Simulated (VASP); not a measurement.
# CaSe in VASP: a series of runs

CaSe is run at these levels: PBE; tasks: single point.

Program: VASP 6.6.1. These are calculated values, not measurements. Logs are shortened: lines on timing, memory, paths and dates and some standing lists are left out, and cuts for length are marked.

### Step 1. The cell of the first run

The cell holds a sheet with vacuum, 2 atoms: a = 4.029 Å, b = 4.029 Å, c = 23.800 Å, α = 90.00°, β = 90.00°, γ = 90.00°.

### Step 2. Single point, PBE

INCAR reads:

```
SYSTEM = CaSe
PREC = Accurate ; ENCUT = 520
EDIFF = 1E-6 ; ISMEAR = 0
SIGMA = 0.02 ; LREAL = .False.
LASPH = .True. ; NELM = 80
ALGO = Normal ; ISIF = 2
LWAVE = .False. ; LCHARG = .False.
LDIPOL = .True. ; IDIPOL = 3
DIPOL = 0.5 0.5 0.294 ; GGA = PE
NBANDS = 15
```

KPOINTS reads:

```
regular mesh
0
Gamma
  8 8 1
  0 0 0
```

POSCAR reads:

```
CaSe
1.0
    4.0293412408      0.0000000000      0.0000000000
    0.0000000000      4.0293412408      0.0000000000
    0.0000000000      0.0000000000     23.8000000000
Ca Se
1 1
Direct
    0.5000000000      0.5000000000      0.2941176471
    0.0000000000      0.0000000000      0.2941176471
```

Potentials or basis: VASP PAW PBE potentials, release 64 (Ca_sv, Se).

Command:

```sh
$ cat potpaw_PBE.64/Ca_sv/POTCAR potpaw_PBE.64/Se/POTCAR > POTCAR
$ mpirun -np 1 vasp_std > vasp.out
```

OUTCAR:

```text
SYSTEM = CaSe
   PREC = Accurate
   ENCUT = 520
   EDIFF = 1E-6
   ISMEAR = 0
   LREAL = .False.
   LASPH = .True.
   NELM = 80
   ISIF = 2
   GGA = PE

 ion  position               nearest neighbor table
   1  0.500  0.500  0.294-   2 2.85   2 2.85   2 2.85   2 2.85
   2  0.000  0.000  0.294-   1 2.85   1 2.85   1 2.85   1 2.85

  LATTYP: Found a simple tetragonal cell.
 ALAT       =     4.0293412408
 C/A-ratio  =     5.9066727233

  Lattice vectors:

 A1 = (   4.0293412408,   0.0000000000,   0.0000000000)
 A2 = (   0.0000000000,   4.0293412408,   0.0000000000)
 A3 = (   0.0000000000,   0.0000000000,  23.8000000000)

Analysis of symmetry for initial positions (statically):
=====================================================================
 Subroutine PRICEL returns:
 Original cell was already a primitive cell.

 Routine SETGRP: Setting up the symmetry group for a
 simple tetragonal supercell.

 Subroutine GETGRP returns: Found 16 space group operations
 (whereof  8 operations were pure point group operations)
 out of a pool of 16 trial point group operations.

The static configuration has the point symmetry C_4v.
 The point group associated with its full space group is D_4h.

Analysis of symmetry for dynamics (positions and initial velocities):
=====================================================================
 Subroutine PRICEL returns:
 Original cell was already a primitive cell.

 Routine SETGRP: Setting up the symmetry group for a
 simple tetragonal supercell.

 Subroutine GETGRP returns: Found 16 space group operations
 (whereof  8 operations were pure point group operations)
 out of a pool of 16 trial point group operations.

The dynamic configuration has the point symmetry C_4v.
 The point group associated with its full space group is D_4h.

 Subroutine INISYM returns: Found 16 space group operations
 (whereof  8 operations are pure point group operations),
 and found     1 'primitive' translations

----------------------------------------------------------------------------------------

                                     Primitive cell

  volume of cell :     386.4071

  direct lattice vectors                    reciprocal lattice vectors
     4.029341241  0.000000000  0.000000000     0.248179526  0.000000000  0.000000000
     0.000000000  4.029341241  0.000000000     0.000000000  0.248179526  0.000000000
     0.000000000  0.000000000 23.800000000     0.000000000  0.000000000  0.042016807

  length of vectors
     4.029341241  4.029341241 23.800000000     0.248179526  0.248179526  0.042016807

  position of ions in fractional coordinates (direct lattice)
     0.500000000  0.500000000  0.294117647
     0.000000000  0.000000000  0.294117647

  ion indices of the primitive-cell ions
   primitive index   ion index
                 1           1
                 2           2

----------------------------------------------------------------------------------------

 KPOINTS: regular mesh

Automatic generation of k-mesh.
 Grid dimensions read from file:
 generate k-points for:    8    8    1

 Generating k-lattice:

  Cartesian coordinates                     Fractional coordinates (reciprocal lattice)
     0.031022441  0.000000000  0.000000000     0.125000000  0.000000000  0.000000000
     0.000000000  0.031022441  0.000000000     0.000000000  0.125000000  0.000000000
     0.000000000  0.000000000  0.042016807     0.000000000  0.000000000  1.000000000

  Length of vectors
     0.031022441  0.031022441  0.042016807

  Shift w.r.t. Gamma in fractional coordinates (k-lattice)
     0.000000000  0.000000000  0.000000000

 Subroutine IBZKPT returns following result:
 ===========================================

 Found     15 irreducible k-points:

 Following reciprocal coordinates:
            Coordinates               Weight
  0.000000  0.000000  0.000000      1.000000
  0.125000  0.000000  0.000000      4.000000
  0.250000  0.000000  0.000000      4.000000
  0.375000  0.000000  0.000000      4.000000
  0.500000  0.000000  0.000000      2.000000
  0.125000  0.125000  0.000000      4.000000
  0.250000  0.125000  0.000000      8.000000
  0.375000  0.125000  0.000000      8.000000
  0.500000  0.125000  0.000000      4.000000
  0.250000  0.250000  0.000000      4.000000
  0.375000  0.250000  0.000000      8.000000
  0.500000  0.250000  0.000000      4.000000
  0.375000  0.375000  0.000000      4.000000
  0.500000  0.375000  0.000000      4.000000
  0.500000  0.500000  0.000000      1.000000
   k-points           NKPTS =     15   k-points in BZ     NKDIM =     15   number of bands    NBANDS=     15
   number of dos      NEDOS =    301   number of ions     NIONS =      2
   total plane-waves  NPLWV = 162000
   dimension x,y,z NGX =    30 NGY =   30 NGZ =  180
   dimension x,y,z NGXF=    60 NGYF=   60 NGZF=  360
   ions per type =               1   1
   NGX,Y,Z   is equivalent  to a cutoff of  12.38, 12.38, 12.57 a.u.
   NGXF,Y,Z  is equivalent  to a cutoff of  24.76, 24.76, 25.15 a.u.
 SYSTEM =  CaSe
   PREC   = accura    normal or accurate (medium, high low for compatibility)
   ISTART =      0    job   : 0-new  1-cont  2-samecut
   ICHARG =      2    charge: 1-file 2-atom 10-const
   ISPIN  =      1    spin polarized calculation?
   LNONCOLLINEAR =      F non collinear calculations
   LSORBIT =      F    spin-orbit coupling
   LASPH  =      T    aspherical Exc in radial PAW
   ENCUT  =  520.0 eV  38.22 Ry    6.18 a.u.   7.49  7.49 44.25*2*pi/ulx,y,z
   NELM   =     80;   NELMIN=  2; NELMDL= -5     # of ELM steps
   EDIFF  = 0.1E-05   stopping-criterion for ELM
   LREAL  =      F    real-space projection
   EDIFFG = 0.1E-04   stopping-criterion for IOM
   NSW    =      0    number of steps for IOM
   IBRION =     -1    ionic relax: 0-MD 1-quasi-New 2-CG
   NFREE  =      0    steps in history (QN), initial steepest desc. (CG)
   ISIF   =      2    stress and relaxation
   ISYM   =      2    0-nonsym 1-usesym 2-fastsym
   POTIM  = 0.5000    time-step for ionic-motion
   TEBEG  =    0.0;   TEEND  =   0.0 temperature during run
   PSTRESS=    0.0 pullay stress
   NELECT =      16.0000    total number of electrons
   NUPDOWN=      -1.0000    fix difference up-down
   EMIN   =  10.00;   EMAX   =-10.00  energy-range for DOS
   EFERMI =   0.00;   METHOD = LEGACY
   ISMEAR =     0;   SIGMA  =   0.02  broadening in eV -4-tet -1-fermi 0-gaus
   EFERMI_NEDOS =   21; number of points for ismear=-14 and -15
   IALGO  =     38    algorithm
   IMIX   =      4    mixing-type and parameters
     AMIX     =   0.40;   BMIX     =  1.00
     AMIX_MAG =   1.60;   BMIX_MAG =  1.00
  volume/ion in A,a.u.               =     193.20      1303.80
  Fermi-wavevector in a.u.,A,eV,Ry     =   0.566369  1.070283  4.364400  0.320774
  Thomas-Fermi vector in A             =   1.604737
   LORBIT       =      0    0 simple, 1 ext, 2 COOP (PROOUT), +10 PAW based schemes
   GGA     = PE    functional components
   LHFCALC =     F    Hartree Fock is set to
   AEXX    =    0.0000 exact exchange contribution
   IVDW    =     0    specifies the selected vdW correction
   LEPSILON=     F    determine dielectric tensor
   LRPA    =     F    only Hartree local field effects (RPA)
 non-spin polarized calculation
 Gauss-broadening in eV      SIGMA  =   0.02
  energy-cutoff  :      520.00
  volume of cell :      386.41
 maximum number of plane-waves:     10465
 NGX is ok and might be reduce to    30
   NGX = 15   NGY = 15   NGZ = 89

 dipolmoment           0.000000      0.000000     -0.000000 electrons x Angstroem

 number of electron      15.9999996 magnetization

 dipolmoment           0.000000      0.000000      0.000002 electrons x Angstroem

 Free energy of the ion-electron system (eV)
  ---------------------------------------------------
  ext. energy  EPLUGINS =         0.00000000
  ---------------------------------------------------
  free energy    TOTEN  =        -8.61562282 eV

  energy without entropy =       -8.61562282  energy(sigma->0) =       -8.61562282

 E-fermi :  -3.5054     XC(G=0):  -1.7488

 val. band max:       -3.6377805953   @ k =   0.0000   0.0000   0.0000
 cond. band min:      -1.1516841924   @ k =   0.0000   0.0000   0.0000
 fundamental gap:      2.4860964030
 Fermi energy:        -3.5054129328

 k-point     1 :       0.0000    0.0000    0.0000
  band No.  band energies     occupation
      1     -43.7782      2.00000
      2     -24.9564      2.00000
      3     -24.6997      2.00000
      4     -24.6997      2.00000
      5     -14.7978      2.00000
      6      -4.6858      2.00000
      7      -3.6378      2.00000
      8      -3.6378      2.00000
      9      -1.1517      0.00000
     10      -1.0633      0.00000
     11       0.5531      0.00000
     12       0.8914      0.00000
     13       0.9559      0.00000
     14       1.1347      0.00000
     15       1.1347      0.00000

 k-point     2 :       0.1250    0.0000    0.0000
  band No.  band energies     occupation
      1     -43.7776      2.00000
      2     -24.9555      2.00000
      3     -24.7133      2.00000
      4     -24.6978      2.00000
      5     -14.7331      2.00000
      6      -4.6541      2.00000
      7      -4.2463      2.00000
      8      -3.8108      2.00000
      9      -0.9974      0.00000
     10      -0.6228      0.00000
     11       0.6107      0.00000
     12       1.0987      0.00000
     13       1.1491      0.00000
     14       1.1734      0.00000
     15       1.2717      0.00000
[... 203 lines left out ...]
      3     -24.7648      2.00000
      4     -24.7495      2.00000
      5     -14.3854      2.00000
      6      -5.3898      2.00000
      7      -5.1154      2.00000
      8      -3.8525      2.00000
      9      -0.1323      0.00000
     10       0.0656      0.00000
     11       0.6527      0.00000
     12       2.0591      0.00000
     13       2.3089      0.00000
     14       2.3473      0.00000
     15       2.9632      0.00000

 k-point    15 :       0.5000    0.5000    0.0000
  band No.  band energies     occupation
      1     -43.7707      2.00000
      2     -24.9453      2.00000
      3     -24.7602      2.00000
      4     -24.7602      2.00000
      5     -14.3967      2.00000
      6      -5.1952      2.00000
      7      -5.1952      2.00000
      8      -3.7095      2.00000
      9      -0.2264      0.00000
     10      -0.2264      0.00000
     11       0.7083      0.00000
     12       1.7223      0.00000
     13       2.2542      0.00000
     14       2.3725      0.00000
     15       3.4395      0.00000

------------------------ aborting loop because EDIFF is reached ----------------------------------------

 vacuum level on the upper side and lower side of the slab       (xc-potential included)        -0.007        -0.007

  FORCE on cell =-STRESS in cart. coord.  units (eV):
  Direction    XX          YY          ZZ          XY          YZ          ZX
  --------------------------------------------------------------------------------------
  -------------------------------------------------------------------------------------
  Total        0.0718688      0.0718688     -0.0099597      0.0000000      0.0000000      0.0000000
  in kB        0.2979930      0.2979930     -0.0412966      0.0000000      0.0000000      0.0000000
  external PRESSURE =       0.1848965 kB  Pullay stress =       0.0000000 kB

 VOLUME and BASIS-vectors are now :
 -----------------------------------------------------------------------------
  energy-cutoff  :      520.00
  volume of cell :      386.41
      direct lattice vectors                 reciprocal lattice vectors
     4.029341241  0.000000000  0.000000000     0.248179526  0.000000000  0.000000000
     0.000000000  4.029341241  0.000000000     0.000000000  0.248179526  0.000000000
     0.000000000  0.000000000 23.800000000     0.000000000  0.000000000  0.042016807

 POSITION                                       TOTAL-FORCE (eV/Angst)
 -----------------------------------------------------------------------------------
      2.01467      2.01467      7.00000         0.000000      0.000000      0.000000
      0.00000      0.00000      7.00000         0.000000     -0.000000     -0.000000
 -----------------------------------------------------------------------------------
    total drift:                                0.000000      0.000000      0.000013

  FREE ENERGIE OF THE ION-ELECTRON SYSTEM (eV)
  ---------------------------------------------------
  free  energy   TOTEN  =        -8.6156228228 eV

  energy  without entropy=       -8.6156228228  energy(sigma->0) =       -8.61562282

 vacuum level on the upper side and lower side of the slab         0.950         0.950
```

Run time: 1.9 min. Hardware: 1 thread of Intel Xeon Platinum 8259CL at 2.50GHz (Skylake/Cascade Lake), shared host; peak memory 0.42 GiB.

What came out:

```yaml
Free_energy: -8.6156 eV
Band_gap_on_the_k_mesh: 2.49 eV, direct
```

### Step 3. Single point, PBE

INCAR reads:

```
ALGO = Normal ; DIPOL = 0.5 0.5 0.294
EDIFF = 1E-6 ; ENCUT = 520
GGA = PE ; IDIPOL = 3
ISIF = 2 ; ISMEAR = 0
LASPH = T ; LCHARG = F
LDIPOL = T ; LREAL = F
LWAVE = F ; NBANDS = 15
NELM = 100 ; PREC = Accurate
SIGMA = 0.02
```

KPOINTS reads:

```
k-points
0
Gamma
  8 8 1
```

POSCAR reads:

```
CaSe
1.0
    4.0311888598      0.0000000000      0.0000000000
    0.0000000000      4.0311888598      0.0000000000
    0.0000000000      0.0000000000     23.8000000000
Ca Se
1 1
Direct
    0.5000000000      0.5000000000      0.2941176471
    0.0000000000      0.0000000000      0.2941176471
```

Potentials or basis: VASP PAW PBE potentials, release 64 (Ca_sv, Se).

Command:

```sh
$ cat potpaw_PBE.64/Ca_sv/POTCAR potpaw_PBE.64/Se/POTCAR > POTCAR
$ mpirun -np 1 vasp_std > vasp.out
```

It took 1.9 min on 1 thread of Intel Xeon Platinum 8259CL at 2.50GHz (Skylake/Cascade Lake), shared host; peak memory 0.42 GiB.

The run converged. Its results:

- Free energy: -8.6157 eV
- Band gap on the k mesh: 2.49 eV, direct

Levels at points of the mesh, in eV from the valence-band top:
| k point | band 4 | band 5 | band 6 | band 7 | band 8 | band 9 | band 10 | band 11 | band 12 | band 13 |
| --- | --- | --- | --- | --- | --- | --- | --- | --- | --- | --- |
| (0.00, 0.00, 0.00) | -21.07 | -11.16 | -1.04 | 0.00 | 0.00 | 2.49 | 2.58 | 4.19 | 4.53 | 4.60 |
| (0.50, 0.00, 0.00) | -21.05 | -10.68 | -2.66 | -0.92 | -0.82 | 3.88 | 4.40 | 5.05 | 5.26 | 5.34 |
| (0.50, 0.50, 0.00) | -21.13 | -10.76 | -1.56 | -1.56 | -0.07 | 3.41 | 3.41 | 4.34 | 5.36 | 5.89 |
